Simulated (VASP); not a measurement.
# H6C5O2 in VASP: single point with PBE

Aim: the single point of H6C5O2 with PBE.

Everything below comes from runs of VASP 6.6.1. Logs are shortened: lines on timing, memory, paths and dates and some standing lists are left out, and cuts for length are marked.

## Step 1: The cell of the first run

The cell holds a disordered packing, 39 atoms: a = 8.750 Å, b = 8.750 Å, c = 8.750 Å, α = 90.00°, β = 90.00°, γ = 90.00°.

## Step 2: Single point, PBE

File INCAR:

```
ALGO = Normal
EDIFF = 1E-6
ENCUT = 1000
GGA = PE
GGA_COMPAT = False
ISIF = 2
ISMEAR = -1
LASPH = True
LCHARG = True
LELF = True
LREAL = Auto
LVHAR = True
LWAVE = False
NBANDS = 82
NELM = 120
PREC = Accurate
SIGMA = 0.02
```

File KPOINTS:

```
k-points
0
Gamma
  1 1 1
```

File POSCAR:

```
H6C5O2
1.0
    8.7499050000      0.0000000000      0.0000000000
    0.0000000000      8.7499050000      0.0000000000
    0.0000000000      0.0000000000      8.7499050000
O C H
6 15 18
Direct
    0.6928075219      0.6106009151      0.8873239195
    0.4735479985      0.7577225124      0.8536435538
    0.9369244580      0.8477234896      1.0374284064
    1.0008337233      0.8376319514      0.7845113747
    0.1556474042     -0.1352014679      0.3846327474
    0.3153405666      0.0655778548      0.3531809774
    0.5557546053      0.6743501787      0.9278615025
    1.0121138458      0.7978258050      0.9165128079
    0.1883106159      0.0171087572      0.3434437288
    0.7334822492      0.1183327133      1.1024576838
    0.7284421945      0.1157955429      0.9633476021
    0.0769265495      0.2753172749      0.7105334286
    0.1100011943      0.1623217624      0.7829456434
    0.2327110980      0.3990100464      0.0530291472
    0.1792933752      0.3971128829      0.1792248030
    0.9073469941      0.6397098026      0.4394904859
    0.8581350312      0.5089769546      0.4550335118
    0.7993686789      0.9857592740      0.5359143899
    0.6871274602      1.0318169169      0.4710794003
    0.3556152895      0.6071494491      0.5495831098
    0.3676268485      0.4862109931      0.4821880923
    0.7147734747      0.6531385198      0.7883285590
    0.5262228561      0.6383840739      1.0443199098
    0.8639750946      0.9363873093      1.0210167996
    1.0907546996      0.7046933652      0.9599875656
    0.2492027056     -0.1849277221      0.4192502661
    0.0845037746      0.0713950609      0.3102547971
    0.7142363260      0.1003553753      0.8423520027
    0.7402823231      0.1301156984      1.2227675615
    0.1632589154      0.0602635114      0.8371062314
    0.0417947395      0.3864156239      0.6750701865
    0.1093840447      0.4251246156      0.2744715514
    0.2776487288      0.4137873497     -0.0620921027
    0.7987515293      0.4018215055      0.4626107369
    0.9407987858      0.7532424638      0.4222902992
    0.5928407223      1.0898746901      0.4193645531
    0.8867867708      0.9427073780      0.6082694612
    0.3894213709      0.3884727891      0.4110901776
    0.3522666818      0.7062362391      0.6279039601
```

Potentials or basis: VASP PAW PBE potentials, release 64 (O_h, C_h, H_h).

On the command line:

```console
cat potpaw_PBE.64/O_h/POTCAR potpaw_PBE.64/C_h/POTCAR potpaw_PBE.64/H_h/POTCAR > POTCAR
mpirun -np 1 vasp_gam > vasp.out
```

OUTCAR:

```text
EDIFF = 1E-6
   ENCUT = 1000
   GGA = PE
   ISIF = 2
   ISMEAR = -1
   LASPH = True
   LREAL = Auto
   NELM = 120
   PREC = Accurate

 ion  position               nearest neighbor table
   1  0.693  0.611  0.887-  22 0.96   7 1.37
   2  0.474  0.758  0.854-   7 1.21
   3  0.937  0.848  0.037-  24 1.01   8 1.32
   4  0.001  0.838  0.785-   8 1.21
   5  0.156  0.865  0.385-  26 0.98   9 1.41
   6  0.315  0.066  0.353-   9 1.19
   7  0.556  0.674  0.928-  23 1.10   2 1.21   1 1.37
   8  0.012  0.798  0.917-  25 1.13   4 1.21   3 1.32
   9  0.188  0.017  0.343-  27 1.07   6 1.19   5 1.41
  10  0.733  0.118  0.102-  29 1.06  11 1.22
  11  0.728  0.116  0.963-  28 1.07  10 1.22
  12  0.077  0.275  0.711-  31 1.07  13 1.21
  13  0.110  0.162  0.783-  30 1.11  12 1.21
  14  0.233  0.399  0.053-  33 1.09  15 1.20
  15  0.179  0.397  0.179-  32 1.06  14 1.20
  16  0.907  0.640  0.439-  35 1.05  17 1.23
  17  0.858  0.509  0.455-  34 1.07  16 1.23
  18  0.799  0.986  0.536-  37 1.06  19 1.20
  19  0.687  0.032  0.471-  36 1.07  18 1.20
  20  0.356  0.607  0.550-  39 1.11  21 1.22
  21  0.368  0.486  0.482-  38 1.07  20 1.22
  22  0.715  0.653  0.788-   1 0.96
  23  0.526  0.638  0.044-   7 1.10
  24  0.864  0.936  0.021-   3 1.01
  25  0.091  0.705  0.960-   8 1.13
  26  0.249  0.815  0.419-   5 0.98
  27  0.085  0.071  0.310-   9 1.07
[... 10 lines left out ...]
  38  0.389  0.388  0.411-  21 1.07
  39  0.352  0.706  0.628-  20 1.11

  LATTYP: Found a simple cubic cell.
 ALAT       =     8.7499050000

  Lattice vectors:

 A1 = (   8.7499050000,   0.0000000000,   0.0000000000)
 A2 = (   0.0000000000,   8.7499050000,   0.0000000000)
 A3 = (   0.0000000000,   0.0000000000,   8.7499050000)

Analysis of symmetry for initial positions (statically):
=====================================================================
 Subroutine PRICEL returns:
 Original cell was already a primitive cell.

 Routine SETGRP: Setting up the symmetry group for a
 simple cubic supercell.

 Subroutine GETGRP returns: Found  1 space group operations
 (whereof  1 operations were pure point group operations)
 out of a pool of 48 trial point group operations.

The static configuration has the point symmetry C_1 .

Analysis of symmetry for dynamics (positions and initial velocities):
=====================================================================
 Subroutine PRICEL returns:
 Original cell was already a primitive cell.

 Routine SETGRP: Setting up the symmetry group for a
 simple cubic supercell.

 Subroutine GETGRP returns: Found  1 space group operations
 (whereof  1 operations were pure point group operations)
 out of a pool of 48 trial point group operations.

The dynamic configuration has the point symmetry C_1 .

 Subroutine INISYM returns: Found  1 space group operations
 (whereof  1 operations are pure point group operations),
 and found     1 'primitive' translations

----------------------------------------------------------------------------------------

                                     Primitive cell

  volume of cell :     669.9001

  direct lattice vectors                    reciprocal lattice vectors
     8.749905000  0.000000000  0.000000000     0.114286955  0.000000000  0.000000000
     0.000000000  8.749905000  0.000000000     0.000000000  0.114286955  0.000000000
     0.000000000  0.000000000  8.749905000     0.000000000  0.000000000  0.114286955

  length of vectors
     8.749905000  8.749905000  8.749905000     0.114286955  0.114286955  0.114286955

  position of ions in fractional coordinates (direct lattice)
     0.692807522  0.610600915  0.887323919
     0.473547999  0.757722512  0.853643554
     0.936924458  0.847723490  0.037428406
     0.000833723  0.837631951  0.784511375
     0.155647404  0.864798532  0.384632747
     0.315340567  0.065577855  0.353180977
[... 31 lines left out ...]
     0.389421371  0.388472789  0.411090178
     0.352266682  0.706236239  0.627903960

  ion indices of the primitive-cell ions
   primitive index   ion index
                 1           1
                 2           2
                 3           3
                 4           4
                 5           5
                 6           6
[... 31 lines left out ...]
                38          38
                39          39

----------------------------------------------------------------------------------------

 KPOINTS: k-points

Automatic generation of k-mesh.
 Grid dimensions read from file:
 generate k-points for:    1    1    1

 Generating k-lattice:

  Cartesian coordinates                     Fractional coordinates (reciprocal lattice)
     0.114286955  0.000000000  0.000000000     1.000000000  0.000000000  0.000000000
     0.000000000  0.114286955  0.000000000     0.000000000  1.000000000  0.000000000
     0.000000000  0.000000000  0.114286955     0.000000000  0.000000000  1.000000000

  Length of vectors
     0.114286955  0.114286955  0.114286955

  Shift w.r.t. Gamma in fractional coordinates (k-lattice)
     0.000000000  0.000000000  0.000000000

 Subroutine IBZKPT returns following result:
 ===========================================

 Found      1 irreducible k-points:

 Following reciprocal coordinates:
            Coordinates               Weight
  0.000000  0.000000  0.000000      1.000000
   k-points           NKPTS =      1   k-points in BZ     NKDIM =      1   number of bands    NBANDS=     82
   number of dos      NEDOS =    301   number of ions     NIONS =     39
   total plane-waves  NPLWV = 729000
   dimension x,y,z NGX =    90 NGY =   90 NGZ =   90
   dimension x,y,z NGXF=   180 NGYF=  180 NGZF=  180
   ions per type =               6  15  18
   NGX,Y,Z   is equivalent  to a cutoff of  17.10, 17.10, 17.10 a.u.
   NGXF,Y,Z  is equivalent  to a cutoff of  34.20, 34.20, 34.20 a.u.
 SYSTEM =  unknown system
   PREC   = accura    normal or accurate (medium, high low for compatibility)
   ISTART =      0    job   : 0-new  1-cont  2-samecut
   ICHARG =      2    charge: 1-file 2-atom 10-const
   ISPIN  =      1    spin polarized calculation?
   LNONCOLLINEAR =      F non collinear calculations
   LSORBIT =      F    spin-orbit coupling
   LASPH  =      T    aspherical Exc in radial PAW
   ENCUT  = 1000.0 eV  73.50 Ry    8.57 a.u.  22.56 22.56 22.56*2*pi/ulx,y,z
   NELM   =    120;   NELMIN=  2; NELMDL= -5     # of ELM steps
   EDIFF  = 0.1E-05   stopping-criterion for ELM
   LREAL  =      T    real-space projection
   EDIFFG = 0.1E-04   stopping-criterion for IOM
   NSW    =      0    number of steps for IOM
   IBRION =     -1    ionic relax: 0-MD 1-quasi-New 2-CG
   NFREE  =      0    steps in history (QN), initial steepest desc. (CG)
   ISIF   =      2    stress and relaxation
   ISYM   =      2    0-nonsym 1-usesym 2-fastsym
   POTIM  = 0.5000    time-step for ionic-motion
   TEBEG  =    0.0;   TEEND  =   0.0 temperature during run
   PSTRESS=    0.0 pullay stress
   NELECT =     114.0000    total number of electrons
   NUPDOWN=      -1.0000    fix difference up-down
   EMIN   =  10.00;   EMAX   =-10.00  energy-range for DOS
   EFERMI =   0.00;   METHOD = LEGACY
   ISMEAR =    -1;   SIGMA  =   0.02  broadening in eV -4-tet -1-fermi 0-gaus
   EFERMI_NEDOS =   21; number of points for ismear=-14 and -15
   IALGO  =     38    algorithm
   IMIX   =      4    mixing-type and parameters
     AMIX     =   0.40;   BMIX     =  1.00
     AMIX_MAG =   1.60;   BMIX_MAG =  1.00
  volume/ion in A,a.u.               =      17.18       115.92
  Fermi-wavevector in a.u.,A,eV,Ry     =   0.907207  1.714373 11.197931  0.823025
  Thomas-Fermi vector in A             =   2.030987
   LORBIT       =      0    0 simple, 1 ext, 2 COOP (PROOUT), +10 PAW based schemes
   GGA     = PE    functional components
   LHFCALC =     F    Hartree Fock is set to
   AEXX    =    0.0000 exact exchange contribution
   IVDW    =     0    specifies the selected vdW correction
   LEPSILON=     F    determine dielectric tensor
   LRPA    =     F    only Hartree local field effects (RPA)
 non-spin polarized calculation
  energy-cutoff  :     1000.00
  volume of cell :      669.90
 maximum number of plane-waves:     24149
 NGX is ok and might be reduce to    90
   NGX = 45   NGY = 45   NGZ = 45

 number of electron     114.0000000 magnetization

 Free energy of the ion-electron system (eV)
  ---------------------------------------------------
  ext. energy  EPLUGINS =         0.00000000
  ---------------------------------------------------
  free energy    TOTEN  =      -228.26559563 eV

  energy without entropy =     -228.26559563  energy(sigma->0) =     -228.26559563

 E-fermi :  -3.2607     XC(G=0):  -5.8289

 val. band max:       -3.8016037043   @ k =   0.0000   0.0000   0.0000
 cond. band min:       1.0722201070   @ k =   0.0000   0.0000   0.0000
 fundamental gap:      4.8738238112
 Fermi energy:        -3.2607283961

 k-point     1 :       0.0000    0.0000    0.0000
  band No.  band energies     occupation
      1     -25.1017      2.00000
      2     -24.9450      2.00000
      3     -24.8677      2.00000
      4     -23.1362      2.00000
      5     -22.9134      2.00000
      6     -22.7772      2.00000
[... 61 lines left out ...]
     68       2.3854      0.00000
     69       2.4595      0.00000
 [bands above 69 left out]

------------------------ aborting loop because EDIFF is reached ----------------------------------------

  FORCE on cell =-STRESS in cart. coord.  units (eV):
  Direction    XX          YY          ZZ          XY          YZ          ZX
  --------------------------------------------------------------------------------------
  -------------------------------------------------------------------------------------
  Total        2.5640355     -3.4557519      3.1829272      1.3277813     -0.2188255      0.0600716
  in kB        6.1323172     -8.2650050      7.6124996      3.1756097     -0.5233576      0.1436712
  external PRESSURE =       1.8266039 kB  Pullay stress =       0.0000000 kB

 VOLUME and BASIS-vectors are now :
 -----------------------------------------------------------------------------
  energy-cutoff  :     1000.00
  volume of cell :      669.90
      direct lattice vectors                 reciprocal lattice vectors
     8.749905000  0.000000000  0.000000000     0.114286955  0.000000000  0.000000000
     0.000000000  8.749905000  0.000000000     0.000000000  0.114286955  0.000000000
     0.000000000  0.000000000  8.749905000     0.000000000  0.000000000  0.114286955

 POSITION                                       TOTAL-FORCE (eV/Angst)
 -----------------------------------------------------------------------------------
      6.06200      5.34270      7.76400        -1.183361      0.497016      0.547174
      4.14350      6.63000      7.46930         0.568869     -0.128098     -0.247952
      8.19800      7.41750      0.32750        -0.584409      0.749655      0.531300
      0.00729      7.32920      6.86440        -0.124242      0.114702     -0.321599
      1.36190      7.56691      3.36550        -0.495084      1.639110     -0.658598
      2.75920      0.57380      3.09030         0.817565      1.069879     -0.213668
[... 31 lines left out ...]
      3.40740      3.39910      3.59700        -0.221524     -0.034012      0.109722
      3.08230      6.17950      5.49410         0.000089     -0.831456     -0.630464
 -----------------------------------------------------------------------------------
    total drift:                                0.002275      0.000847      0.003395

  FREE ENERGIE OF THE ION-ELECTRON SYSTEM (eV)
  ---------------------------------------------------
  free  energy   TOTEN  =      -228.2655956312 eV

  energy  without entropy=     -228.2655956312  energy(sigma->0) =     -228.26559563
```

Run time: 4.3 min. Hardware: 1 thread of AMD EPYC 7R13 (Zen 3), shared host; peak memory 1.2 GiB.

Results:

```yaml
Free_energy: -228.2656 eV
Pressure: 0.2 GPa
Largest_force: 3.509 eV/Å
Band_gap_on_the_k_mesh: 4.87 eV
```

Forces on the atoms (eV/Å):
```
O   -1.183  0.497  0.547
O    0.569 -0.128 -0.248
O   -0.584  0.750  0.531
O   -0.124  0.115 -0.322
O   -0.495  1.639 -0.659
O    0.818  1.070 -0.214
C    0.085 -0.305  0.453
C    0.603 -1.156  0.758
C    0.599 -3.206  1.294
C   -0.082  0.273 -1.483
C   -0.221 -0.187  0.838
C   -0.111  0.003  0.538
C    1.097 -1.122  0.362
C    0.737  0.324 -1.544
C   -0.605  0.405  0.258
C   -1.387 -3.058  0.343
C    0.403  1.875 -0.302
C   -0.142  0.039  0.215
C   -0.344  0.610 -0.155
C    0.088  0.154  0.569
C    0.243  0.691  0.085
H    0.435  0.134 -1.026
H    0.053 -0.192  0.252
H    0.505 -0.529 -0.263
H   -0.238  0.421 -0.513
H    0.276 -0.041 -0.031
H   -0.947  0.729 -0.465
H    0.092  0.140 -0.058
H    0.113 -0.062  0.491
H   -0.772  1.132 -0.644
H   -0.102  0.159 -0.409
H   -0.066 -0.226  0.621
H   -0.115 -0.411  0.627
H    0.236 -0.030  0.089
H    0.559  0.833 -0.133
H   -0.298 -0.259 -0.095
H    0.528 -0.216  0.212
H   -0.222 -0.034  0.110
H    0.000 -0.831 -0.630
```

Caveat: the k points lie up to 0.72 Å⁻¹ apart.
